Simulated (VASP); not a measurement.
Input of a VASP 6.6.1 run:

Contents of INCAR:

```
  PREC = Accurate
  ENCUT = 520
  EDIFF = 1E-7
  ISMEAR = -1
  SIGMA = 0.1
  LREAL = False
  LASPH = True
  NELM = 60
  ALGO = Normal
  ISIF = 2
  LWAVE = False
  LCHARG = False
  GGA = RE
  NBANDS = 34
```

The input KPOINTS:

```
Automatic mesh
0
Gamma
  11 11 3
```

The input POSCAR:

```
Tl
1.0
    3.5665136304      0.0000000000      0.0000000000
   -1.7832568152      3.0886914069      0.0000000000
    0.0000000000      0.0000000000     11.4466475694
Tl
4
Direct
    1.0000000000      1.0000000000      0.0000000000
    1.0000000000      1.0000000000      0.5000000000
    0.3333333333      0.6666666667      0.2500000000
    0.6666666667      0.3333333333      0.7500000000
```

Potentials or basis: VASP PAW PBE potentials, release 64 (Tl_d).

Command:

```console
$ cat potpaw_PBE.64/Tl_d/POTCAR > POTCAR
$ mpirun -np 1 vasp_std > vasp.out
```

**Question.** Estimate the pressure.

**Answer.** 0.9 GPa.

**Question.** Estimate the band gap on the k mesh.

**Answer.** Zero (band 26 reaches 8.80 eV, above the bottom of band 27 at 4.81 eV).

Stress tensor (GPa, compression positive):
```
0.89 0.00 0.00
0.00 0.89 0.00
0.00 0.00 1.00
```

Caveat: the PAW data sets were made with another functional, which shifts forces and pressure a little; spin-orbit coupling is left out, which moves the levels of the heavy elements.
